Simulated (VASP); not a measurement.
# LiF (Fm-3m) in VASP: single point with PBE

Aim: the single point of LiF with PBE.

Everything below comes from runs of VASP 6.6.1. Logs are shortened: lines on timing, memory, paths and dates and some standing lists are left out, and cuts for length are marked.

## (1) The cell of the first run

It takes space group Fm-3m (No. 225, cubic). The conventional cell has a = 4.069 Å, b = 4.069 Å, c = 4.069 Å, α = 90.00°, β = 90.00°, γ = 90.00°. Within 2.7 Å of Li (site symmetry m-3m) lie 6 F at 2.03 Å. Within 2.7 Å of F (site symmetry m-3m) lie 6 Li at 2.03 Å.

## (2) Single point, PBE

Input file INCAR:

```
ALGO = Normal
EDIFF = 1E-6
ENCUT = 520
GGA = PE
ISIF = 2
ISMEAR = 0
LASPH = True
LCHARG = False
LREAL = False
LWAVE = False
NBANDS = 12
NELM = 100
PREC = Accurate
SIGMA = 0.02
```

Input file KPOINTS:

```
k-points
0
Gamma
  10 10 10
```

Input file POSCAR:

```
LiF
1.0
    0.0000000000      2.0343867978      2.0343867978
    2.0343867978      0.0000000000      2.0343867978
    2.0343867978      2.0343867978      0.0000000000
Li F
1 1
Direct
    0.5000000000      0.5000000000      0.5000000000
    0.0000000000      0.0000000000      0.0000000000
```

Potentials or basis: VASP PAW PBE potentials, release 64 (Li_sv, F).

Started as:

```bash
> cat potpaw_PBE.64/Li_sv/POTCAR potpaw_PBE.64/F/POTCAR > POTCAR
> mpirun -np 1 vasp_std > vasp.out
```

OUTCAR:

```text
EDIFF = 1E-6
   ENCUT = 520
   GGA = PE
   ISIF = 2
   ISMEAR = 0
   LASPH = True
   LREAL = False
   NELM = 100
   PREC = Accurate

 ion  position               nearest neighbor table
   1  0.500  0.500  0.500-   2 2.03   2 2.03   2 2.03   2 2.03   2 2.03   2 2.03
   2  0.000  0.000  0.000-   1 2.03   1 2.03   1 2.03   1 2.03   1 2.03   1 2.03

  LATTYP: Found a face centered cubic cell.
 ALAT       =     4.0687735956

  Lattice vectors:

 A1 = (   0.0000000000,   2.0343867978,   2.0343867978)
 A2 = (   2.0343867978,   0.0000000000,   2.0343867978)
 A3 = (   2.0343867978,   2.0343867978,   0.0000000000)

Analysis of symmetry for initial positions (statically):
=====================================================================
 Subroutine PRICEL returns:
 Original cell was already a primitive cell.

 Routine SETGRP: Setting up the symmetry group for a
 face centered cubic supercell.

 Subroutine GETGRP returns: Found 48 space group operations
 (whereof 48 operations were pure point group operations)
 out of a pool of 48 trial point group operations.

The static configuration has the point symmetry O_h .

Analysis of symmetry for dynamics (positions and initial velocities):
=====================================================================
 Subroutine PRICEL returns:
 Original cell was already a primitive cell.

 Routine SETGRP: Setting up the symmetry group for a
 face centered cubic supercell.

 Subroutine GETGRP returns: Found 48 space group operations
 (whereof 48 operations were pure point group operations)
 out of a pool of 48 trial point group operations.

The dynamic configuration has the point symmetry O_h .

 Subroutine INISYM returns: Found 48 space group operations
 (whereof 48 operations are pure point group operations),
 and found     1 'primitive' translations

----------------------------------------------------------------------------------------

                                     Primitive cell

  volume of cell :      16.8396

  direct lattice vectors                    reciprocal lattice vectors
     0.000000000  2.034386798  2.034386798    -0.245774304  0.245774304  0.245774304
     2.034386798  0.000000000  2.034386798     0.245774304 -0.245774304  0.245774304
     2.034386798  2.034386798  0.000000000     0.245774304  0.245774304 -0.245774304

  length of vectors
     2.877057401  2.877057401  2.877057401     0.425693582  0.425693582  0.425693582

  position of ions in fractional coordinates (direct lattice)
     0.500000000  0.500000000  0.500000000
     0.000000000  0.000000000  0.000000000

  ion indices of the primitive-cell ions
   primitive index   ion index
                 1           1
                 2           2

----------------------------------------------------------------------------------------

 KPOINTS: k-points

Automatic generation of k-mesh.
 Grid dimensions read from file:
 generate k-points for:   10   10   10

 Generating k-lattice:

  Cartesian coordinates                     Fractional coordinates (reciprocal lattice)
    -0.024577430  0.024577430  0.024577430     0.100000000  0.000000000  0.000000000
     0.024577430 -0.024577430  0.024577430     0.000000000  0.100000000  0.000000000
     0.024577430  0.024577430 -0.024577430     0.000000000  0.000000000  0.100000000

  Length of vectors
     0.042569358  0.042569358  0.042569358

  Shift w.r.t. Gamma in fractional coordinates (k-lattice)
     0.000000000  0.000000000  0.000000000

 Subroutine IBZKPT returns following result:
 ===========================================

 Found     47 irreducible k-points:

 Following reciprocal coordinates:
            Coordinates               Weight
  0.000000  0.000000  0.000000      1.000000
  0.100000  0.000000  0.000000      8.000000
  0.200000  0.000000  0.000000      8.000000
  0.300000  0.000000  0.000000      8.000000
  0.400000  0.000000  0.000000      8.000000
  0.500000  0.000000  0.000000      4.000000
[... 16 lines left out ...]
  0.300000  0.300000  0.000000      6.000000
  0.400000  0.300000  0.000000     24.000000
 [... further k-points ...]
   k-points           NKPTS =     47   k-points in BZ     NKDIM =     47   number of bands    NBANDS=     12
   number of dos      NEDOS =    301   number of ions     NIONS =      2
   total plane-waves  NPLWV =  13824
   dimension x,y,z NGX =    24 NGY =   24 NGZ =   24
   dimension x,y,z NGXF=    48 NGYF=   48 NGZF=   48
   ions per type =               1   1
   NGX,Y,Z   is equivalent  to a cutoff of  13.87, 13.87, 13.87 a.u.
   NGXF,Y,Z  is equivalent  to a cutoff of  27.74, 27.74, 27.74 a.u.
 SYSTEM =  unknown system
   PREC   = accura    normal or accurate (medium, high low for compatibility)
   ISTART =      0    job   : 0-new  1-cont  2-samecut
   ICHARG =      2    charge: 1-file 2-atom 10-const
   ISPIN  =      1    spin polarized calculation?
   LNONCOLLINEAR =      F non collinear calculations
   LSORBIT =      F    spin-orbit coupling
   LASPH  =      T    aspherical Exc in radial PAW
   ENCUT  =  520.0 eV  38.22 Ry    6.18 a.u.   5.35  5.35  5.35*2*pi/ulx,y,z
   NELM   =    100;   NELMIN=  2; NELMDL= -5     # of ELM steps
   EDIFF  = 0.1E-05   stopping-criterion for ELM
   LREAL  =      F    real-space projection
   EDIFFG = 0.1E-04   stopping-criterion for IOM
   NSW    =      0    number of steps for IOM
   IBRION =     -1    ionic relax: 0-MD 1-quasi-New 2-CG
   NFREE  =      0    steps in history (QN), initial steepest desc. (CG)
   ISIF   =      2    stress and relaxation
   ISYM   =      2    0-nonsym 1-usesym 2-fastsym
   POTIM  = 0.5000    time-step for ionic-motion
   TEBEG  =    0.0;   TEEND  =   0.0 temperature during run
   PSTRESS=    0.0 pullay stress
   NELECT =      10.0000    total number of electrons
   NUPDOWN=      -1.0000    fix difference up-down
   EMIN   =  10.00;   EMAX   =-10.00  energy-range for DOS
   EFERMI =   0.00;   METHOD = LEGACY
   ISMEAR =     0;   SIGMA  =   0.02  broadening in eV -4-tet -1-fermi 0-gaus
   EFERMI_NEDOS =   21; number of points for ismear=-14 and -15
   IALGO  =     38    algorithm
   IMIX   =      4    mixing-type and parameters
     AMIX     =   0.40;   BMIX     =  1.00
     AMIX_MAG =   1.60;   BMIX_MAG =  1.00
  volume/ion in A,a.u.               =       8.42        56.82
  Fermi-wavevector in a.u.,A,eV,Ry     =   1.376041  2.600340 25.762471  1.893488
  Thomas-Fermi vector in A             =   2.501322
   LORBIT       =      0    0 simple, 1 ext, 2 COOP (PROOUT), +10 PAW based schemes
   GGA     = PE    functional components
   LHFCALC =     F    Hartree Fock is set to
   AEXX    =    0.0000 exact exchange contribution
   IVDW    =     0    specifies the selected vdW correction
   LEPSILON=     F    determine dielectric tensor
   LRPA    =     F    only Hartree local field effects (RPA)
 non-spin polarized calculation
 Gauss-broadening in eV      SIGMA  =   0.02
  energy-cutoff  :      520.00
  volume of cell :       16.84
 maximum number of plane-waves:       469
 NGX is ok and might be reduce to    24
   NGX = 11   NGY = 11   NGZ = 11

 number of electron      10.0000000 magnetization

 number of electron       9.9999992 magnetization

 Free energy of the ion-electron system (eV)
  ---------------------------------------------------
  ext. energy  EPLUGINS =         0.00000000
  ---------------------------------------------------
  free energy    TOTEN  =        -9.64095457 eV

  energy without entropy =       -9.64095457  energy(sigma->0) =       -9.64095457

 E-fermi :  -1.0679     XC(G=0):  -9.8361

 val. band max:       -1.1975629529   @ k =   0.0000   0.0000   0.0000
 cond. band min:       7.6263940317   @ k =   0.0000   0.0000   0.0000
 fundamental gap:      8.8239569846
 Fermi energy:        -1.0679176022

 k-point     1 :       0.0000    0.0000    0.0000
  band No.  band energies     occupation
      1     -42.1883      2.00000
      2     -21.0902      2.00000
      3      -1.1976      2.00000
      4      -1.1976      2.00000
      5      -1.1976      2.00000
      6       7.6264      0.00000
      7      22.3711      0.00000
      8      22.3711      0.00000
      9      22.3711      0.00000
     10      22.8286      0.00000
     11      22.8286      0.00000
     12      22.8286      0.00000

 k-point     2 :       0.1000    0.0000    0.0000
  band No.  band energies     occupation
      1     -42.1834      2.00000
      2     -21.0533      2.00000
      3      -1.4763      2.00000
      4      -1.2195      2.00000
      5      -1.2195      2.00000
      6       7.9204      0.00000
      7      19.7940      0.00000
      8      21.1750      0.00000
      9      21.1750      0.00000
     10      23.8323      0.00000
     11      23.8323      0.00000
     12      23.8353      0.00000

 k-point     3 :       0.2000    0.0000    0.0000
  band No.  band energies     occupation
      1     -42.1706      2.00000
      2     -20.9545      2.00000
      3      -2.1427      2.00000
      4      -1.2757      2.00000
      5      -1.2757      2.00000
      6       8.5790      0.00000
      7      17.3527      0.00000
      8      19.7198      0.00000
      9      19.7199      0.00000
     10      24.7735      0.00000
     11      25.1605      0.00000
     12      25.1605      0.00000

 k-point     4 :       0.3000    0.0000    0.0000
  band No.  band energies     occupation
      1     -42.1547      2.00000
      2     -20.8271      2.00000
      3      -2.8781      2.00000
      4      -1.3430      2.00000
      5      -1.3430      2.00000
      6       9.1613      0.00000
      7      15.8563      0.00000
      8      18.5072      0.00000
      9      18.5072      0.00000
     10      26.0864      0.00000
     11      26.8010      0.00000
     12      26.8010      0.00000

 k-point     5 :       0.4000    0.0000    0.0000
  band No.  band energies     occupation
      1     -42.1420      2.00000
      2     -20.7207      2.00000
      3      -3.4246      2.00000
      4      -1.3956      2.00000
      5      -1.3956      2.00000
      6       9.3937      0.00000
      7      15.2788      0.00000
      8      17.7246      0.00000
      9      17.7246      0.00000
     10      27.6162      0.00000
     11      28.4767      0.00000
     12      28.4767      0.00000
[... 228 lines left out ...]
      1     -42.1378      2.00000
      2     -20.6582      2.00000
      3      -3.1246      2.00000
      4      -2.2971      2.00000
      5      -1.4297      2.00000
      6      10.5205      0.00000
      7      14.4607      0.00000
      8      17.8620      0.00000
      9      17.9452      0.00000
     10      27.2246      0.00000
     11      27.5046      0.00000
     12      27.7541      0.00000

 k-point    22 :      -0.2000    0.2000    0.0000
  band No.  band energies     occupation
      1     -42.1496      2.00000
      2     -20.7713      2.00000
      3      -2.7452      2.00000
      4      -2.0225      2.00000
      5      -1.3020      2.00000
      6       9.8371      0.00000
      7      15.2547      0.00000
      8      18.2662      0.00000
      9      18.5084      0.00000
     10      25.7122      0.00000
     11      25.9997      0.00000
     12      28.4583      0.00000

 k-point    23 :       0.3000    0.3000    0.0000
  band No.  band energies     occupation
      1     -42.1450      2.00000
      2     -20.6965      2.00000
      3      -3.0278      2.00000
      4      -1.8302      2.00000
      5      -1.8302      2.00000
      6      10.7786      0.00000
      7      16.5610      0.00000
      8      17.5361      0.00000
      9      18.8808      0.00000
     10      18.8808      0.00000
     11      32.5760      0.00000
     12      32.8842      0.00000

 k-point    24 :       0.4000    0.3000    0.0000
  band No.  band energies     occupation
      1     -42.1355      2.00000
      2     -20.5938      2.00000
      3      -3.4230      2.00000
      4      -2.0312      2.00000
      5      -1.9242      2.00000
      6      11.6037      0.00000
      7      15.4028      0.00000
      8      17.0209      0.00000
      9      18.6320      0.00000
     10      19.6953      0.00000
     11      32.0353      0.00000
     12      33.1800      0.00000

 [... further k-points ...]
[... 5 lines left out ...]
  --------------------------------------------------------------------------------------
  -------------------------------------------------------------------------------------
  Total       -0.0522108     -0.0522108     -0.0522108      0.0000000      0.0000000     -0.0000000
  in kB       -4.9675268     -4.9675268     -4.9675268      0.0000000      0.0000000     -0.0000000
  external PRESSURE =      -4.9675268 kB  Pullay stress =       0.0000000 kB

 VOLUME and BASIS-vectors are now :
 -----------------------------------------------------------------------------
  energy-cutoff  :      520.00
  volume of cell :       16.84
      direct lattice vectors                 reciprocal lattice vectors
     0.000000000  2.034386798  2.034386798    -0.245774304  0.245774304  0.245774304
     2.034386798  0.000000000  2.034386798     0.245774304 -0.245774304  0.245774304
     2.034386798  2.034386798  0.000000000     0.245774304  0.245774304 -0.245774304

 POSITION                                       TOTAL-FORCE (eV/Angst)
 -----------------------------------------------------------------------------------
      2.03439      2.03439      2.03439         0.000000      0.000000      0.000000
      0.00000      0.00000      0.00000         0.000000      0.000000      0.000000
 -----------------------------------------------------------------------------------
    total drift:                                0.000000     -0.000000     -0.000000

  FREE ENERGIE OF THE ION-ELECTRON SYSTEM (eV)
  ---------------------------------------------------
  free  energy   TOTEN  =        -9.6409545654 eV

  energy  without entropy=       -9.6409545654  energy(sigma->0) =       -9.64095457
```

Run time: 4.1 s. Hardware: 1 thread of Intel Xeon 6975P-C (Granite Rapids), shared host; peak memory 0.13 GiB.

What came out:

| Property | Result |
| --- | --- |
| Free energy | -9.6410 eV |
| Band gap on the k mesh | 8.82 eV, direct |

Caveat: the cutoff is under 1.25 times the usual one of these potentials, so pressure, stress and relaxed cells hold a basis-set (Pulay) error. A k mesh can miss the band edges.
